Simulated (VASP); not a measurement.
# Li2Se (Fm-3m) in VASP: notebook, part 2 of 2

VASP 6.6.1. The steps go on from the part before.

### 3 Single point, HSE06

The input, POSCAR:

```
Li2Se
1.0
    0.0000000000      2.9927814600      2.9927814600
    2.9927814600      0.0000000000      2.9927814600
    2.9927814600      2.9927814600      0.0000000000
Li Se
2 1
Direct
    0.2500000000      0.2500000000      0.2500000000
    0.7500000000      0.7500000000      0.7500000000
    0.0000000000      0.0000000000      0.0000000000
```

The input, INCAR.step1:

```
PREC     = Accurate       # precision mode
ENCUT    = 650            # plane-wave cutoff, eV
EDIFF    = 1E-5           # SCF threshold, eV
ISMEAR   = -1             # smearing method
SIGMA    = 0.02           # smearing width, eV
LREAL    = F              # projectors in reciprocal space
LASPH    = T              # aspherical terms in the spheres
NELM     = 120            # most SCF steps
ALGO     = Normal         # electronic algorithm
ISIF     = 2              # what is computed and relaxed
LWAVE    = T              # write WAVECAR
LCHARG   = F              # write CHGCAR
NBANDS   = 13             # bands
GGA      = PE             # functional
GGA_COMPAT= F            
KPAR     = 4
```

The input, INCAR.step2:

```
PREC     = Accurate       # precision mode
ENCUT    = 650            # plane-wave cutoff, eV
EDIFF    = 1E-6           # SCF threshold, eV
ISMEAR   = -1             # smearing method
SIGMA    = 0.02           # smearing width, eV
LREAL    = F              # projectors in reciprocal space
LASPH    = T              # aspherical terms in the spheres
NELM     = 120            # most SCF steps
ALGO     = Normal         # electronic algorithm
ISIF     = 2              # what is computed and relaxed
LWAVE    = F              # write WAVECAR
LCHARG   = F              # write CHGCAR
GGA      = PE             # functional
LHFCALC  = T              # exact exchange
HFSCREEN = 0.2079         # screening, 1/A
PRECFOCK = Normal       
NBANDS   = 13             # bands
ISTART   = 1            
GGA_COMPAT= F            
KPAR     = 4
```

The input, KPOINTS:

```
regular mesh
0
Gamma
  8 8 8
```

Potentials or basis: VASP PAW PBE potentials, release 64 (Li_sv, Se).

Launch:

```sh
> cat potpaw_PBE.64/Li_sv/POTCAR potpaw_PBE.64/Se/POTCAR > POTCAR
> cp INCAR.step1 INCAR
> mpirun -np 4 vasp_std > vasp.out
> cp INCAR.step2 INCAR
> mpirun -np 4 vasp_std > vasp.out
```

OUTCAR:

```text
PREC = Accurate
   ENCUT = 650
   EDIFF = 1E-6
   ISMEAR = -1
   LREAL = F
   LASPH = T
   NELM = 120
   ISIF = 2
   GGA = PE
   LHFCALC = T
   HFSCREEN = 0.2079
   PRECFOCK = Normal
   ISTART = 1

 ion  position               nearest neighbor table
   1  0.250  0.250  0.250-   3 2.59   3 2.59   3 2.59   3 2.59
   2  0.750  0.750  0.750-   3 2.59   3 2.59   3 2.59   3 2.59
   3  0.000  0.000  0.000-   2 2.59   2 2.59   2 2.59   1 2.59   2 2.59   1 2.59   1 2.59   1 2.59

  LATTYP: Found a face centered cubic cell.
 ALAT       =     5.9855629200

  Lattice vectors:

 A1 = (   0.0000000000,   2.9927814600,   2.9927814600)
 A2 = (   2.9927814600,   0.0000000000,   2.9927814600)
 A3 = (   2.9927814600,   2.9927814600,   0.0000000000)

Analysis of symmetry for initial positions (statically):
=====================================================================
 Subroutine PRICEL returns:
 Original cell was already a primitive cell.

 Routine SETGRP: Setting up the symmetry group for a
 face centered cubic supercell.

 Subroutine GETGRP returns: Found 48 space group operations
 (whereof 48 operations were pure point group operations)
 out of a pool of 48 trial point group operations.

The static configuration has the point symmetry O_h .

Analysis of symmetry for dynamics (positions and initial velocities):
=====================================================================
 Subroutine PRICEL returns:
 Original cell was already a primitive cell.

 Routine SETGRP: Setting up the symmetry group for a
 face centered cubic supercell.

 Subroutine GETGRP returns: Found 48 space group operations
 (whereof 48 operations were pure point group operations)
 out of a pool of 48 trial point group operations.

The dynamic configuration has the point symmetry O_h .

 Subroutine INISYM returns: Found 48 space group operations
 (whereof 48 operations are pure point group operations),
 and found     1 'primitive' translations

----------------------------------------------------------------------------------------

                                     Primitive cell

  volume of cell :      53.6111

  direct lattice vectors                    reciprocal lattice vectors
     0.000000000  2.992781460  2.992781460    -0.167068664  0.167068664  0.167068664
     2.992781460  0.000000000  2.992781460     0.167068664 -0.167068664  0.167068664
     2.992781460  2.992781460  0.000000000     0.167068664  0.167068664 -0.167068664

  length of vectors
     4.232432130  4.232432130  4.232432130     0.289371414  0.289371414  0.289371414

  position of ions in fractional coordinates (direct lattice)
     0.250000000  0.250000000  0.250000000
     0.750000000  0.750000000  0.750000000
     0.000000000  0.000000000  0.000000000

  ion indices of the primitive-cell ions
   primitive index   ion index
                 1           1
                 2           2
                 3           3

----------------------------------------------------------------------------------------

 KPOINTS: regular mesh

[... 54 lines left out ...]
   ions per type =               2   1
   NGX,Y,Z   is equivalent  to a cutoff of  14.14, 14.14, 14.14 a.u.
   NGXF,Y,Z  is equivalent  to a cutoff of  28.28, 28.28, 28.28 a.u.
 SYSTEM =  unknown system
   PREC   = accura    normal or accurate (medium, high low for compatibility)
   ISTART =      1    job   : 0-new  1-cont  2-samecut
   ICHARG =      0    charge: 1-file 2-atom 10-const
   ISPIN  =      1    spin polarized calculation?
   LNONCOLLINEAR =      F non collinear calculations
   LSORBIT =      F    spin-orbit coupling
   LASPH  =      T    aspherical Exc in radial PAW
   ENCUT  =  650.0 eV  47.77 Ry    6.91 a.u.   8.80  8.80  8.80*2*pi/ulx,y,z
   NELM   =    120;   NELMIN=  2; NELMDL=  0     # of ELM steps
   EDIFF  = 0.1E-05   stopping-criterion for ELM
   LREAL  =      F    real-space projection
   EDIFFG = 0.1E-04   stopping-criterion for IOM
   NSW    =      0    number of steps for IOM
   IBRION =     -1    ionic relax: 0-MD 1-quasi-New 2-CG
   NFREE  =      0    steps in history (QN), initial steepest desc. (CG)
   ISIF   =      2    stress and relaxation
   ISYM   =      3    0-nonsym 1-usesym 2-fastsym
   POTIM  = 0.5000    time-step for ionic-motion
   TEBEG  =    0.0;   TEEND  =   0.0 temperature during run
   PSTRESS=    0.0 pullay stress
   NELECT =      12.0000    total number of electrons
   NUPDOWN=      -1.0000    fix difference up-down
   EMIN   =  10.00;   EMAX   =-10.00  energy-range for DOS
   EFERMI =   0.00;   METHOD = LEGACY
   ISMEAR =    -1;   SIGMA  =   0.02  broadening in eV -4-tet -1-fermi 0-gaus
   EFERMI_NEDOS =   21; number of points for ismear=-14 and -15
   IALGO  =     38    algorithm
   IMIX   =      1    mixing-type and parameters
     AMIX     =   0.40;   BMIX     =  1.00
     AMIX_MAG =   1.60;   BMIX_MAG =  1.00
  volume/ion in A,a.u.               =      17.87       120.60
  Fermi-wavevector in a.u.,A,eV,Ry     =   0.993994  1.878375 13.442872  0.988023
  Thomas-Fermi vector in A             =   2.125914
   LORBIT       =      0    0 simple, 1 ext, 2 COOP (PROOUT), +10 PAW based schemes
   GGA     = PE    functional components
   LHFCALC =     T    Hartree Fock is set to
   PRECFOCK=normal    Normal, Fast or Accurate (Low or Medium for compatibility)
   ENCUT4O =  -1.0   cutoff for four orbital integrals eV
   NKREDX  =     1    reduce k-point grid by
   NKREDY  =     1    reduce k-point grid by
   NKREDZ  =     1    reduce k-point grid by
   AEXX    =    0.2500 exact exchange contribution
   HFSCREEN=    0.2079 screening length (either q_TF or 0.3 A-1)
   HFSCREENC=   0.2079 screening length for correlation (either q_TF or 0.3 A-1)
   ENCUTFOCK=  -1.0 apply spherical cutoff to Coloumb kernel
   IVDW    =     0    specifies the selected vdW correction
   LEPSILON=     F    determine dielectric tensor
   LRPA    =     F    only Hartree local field effects (RPA)
 non-spin polarized calculation
  energy-cutoff  :      650.00
  volume of cell :       53.61
 maximum number of plane-waves:      2044
  NGX = 28; NGY = 28; NGZ = 28

 number of electron      11.9999994 magnetization

 Free energy of the ion-electron system (eV)
  ---------------------------------------------------
  ext. energy  EPLUGINS =         0.00000000
  ---------------------------------------------------
  free energy    TOTEN  =       -12.56548512 eV

  energy without entropy =      -12.56548512  energy(sigma->0) =      -12.56548512

 E-fermi :   0.7796     XC(G=0):  -6.9464

 val. band max:        0.3980729164   @ k =   0.0000   0.0000   0.0000
 cond. band min:       4.2226293527   @ k =   0.5000   0.5000   0.0000
 fundamental gap:      3.8245564363
 Fermi energy:         0.7795505849

 k-point     1 :       0.0000    0.0000    0.0000
  band No.  band energies     occupation
      1     -47.3507      2.00000
      2     -47.3245      2.00000
      3     -12.0920      2.00000
      4       0.3981      2.00000
      5       0.3981      2.00000
      6       0.3981      2.00000
      7       4.7895      0.00000
      8       7.0689      0.00000
      9       7.0689      0.00000
     10       7.0689      0.00000
     11      12.1854      0.00000
     12      12.1854      0.00000
     13      12.5730      0.00000
[... 354 lines left out ...]
  band No.  band energies     occupation
      1     -47.3370      2.00000
      2     -47.3368      2.00000
      3     -11.5869      2.00000
      4      -2.4671      2.00000
      5      -1.0292      2.00000
      6      -0.6056      2.00000
      7       6.7690      0.00000
      8       7.2623      0.00000
      9       9.2089      0.00000
     10       9.9578      0.00000
     11      11.0419      0.00000
     12      12.4478      0.00000
     13      14.4310      0.00000

 [... further k-points ...]

------------------------ aborting loop because EDIFF is reached ----------------------------------------

  FORCE on cell =-STRESS in cart. coord.  units (eV):
  Direction    XX          YY          ZZ          XY          YZ          ZX
  --------------------------------------------------------------------------------------
  -------------------------------------------------------------------------------------
  Total       -0.1713932     -0.1713932     -0.1713932      0.0000000      0.0000000      0.0000000
  in kB       -5.1221125     -5.1221125     -5.1221125      0.0000000      0.0000000      0.0000000
  external PRESSURE =      -5.1221125 kB  Pullay stress =       0.0000000 kB

 VOLUME and BASIS-vectors are now :
 -----------------------------------------------------------------------------
  energy-cutoff  :      650.00
  volume of cell :       53.61
      direct lattice vectors                 reciprocal lattice vectors
     0.000000000  2.992781460  2.992781460    -0.167068664  0.167068664  0.167068664
     2.992781460  0.000000000  2.992781460     0.167068664 -0.167068664  0.167068664
     2.992781460  2.992781460  0.000000000     0.167068664  0.167068664 -0.167068664

 POSITION                                       TOTAL-FORCE (eV/Angst)
 -----------------------------------------------------------------------------------
      1.49639      1.49639      1.49639        -0.000000     -0.000000     -0.000000
      4.48917      4.48917      4.48917         0.000000      0.000000      0.000000
      0.00000      0.00000      0.00000        -0.000000      0.000000     -0.000000
 -----------------------------------------------------------------------------------
    total drift:                                0.000000      0.000000      0.000000

  FREE ENERGIE OF THE ION-ELECTRON SYSTEM (eV)
  ---------------------------------------------------
  free  energy   TOTEN  =       -12.5654851233 eV

  energy  without entropy=      -12.5654851232  energy(sigma->0) =      -12.56548512
```

Run time: 25 min. Hardware: 4 MPI ranks of Intel Xeon 6975P-C (Granite Rapids), shared host; peak memory 0.38 GiB.

What came out:

* Free energy: -12.5655 eV
* Pressure: -0.5 GPa
* Band gap on the k mesh: 3.82 eV (least direct gap 4.39 eV)

Levels at points of the mesh, in eV from the valence-band top:
```
           k point  band 2  band 3  band 4  band 5  band 6  band 7  band 8  band 9  band 10  band 11
(0.00, 0.00, 0.00)  -47.72  -12.49    0.00    0.00    0.00    4.39    6.67    6.67     6.67    11.79
(0.50, 0.00, 0.00)  -47.73  -12.05   -3.20   -0.57   -0.57    6.19    6.99    6.99     9.07    12.89
(0.50, 0.50, 0.00)  -47.73  -11.92   -2.53   -1.56   -1.56    3.82    7.22   11.69    11.69    12.89
```

Caveat: the PAW data sets were made with another functional, which shifts forces and pressure a little. A k mesh can miss the band edges.
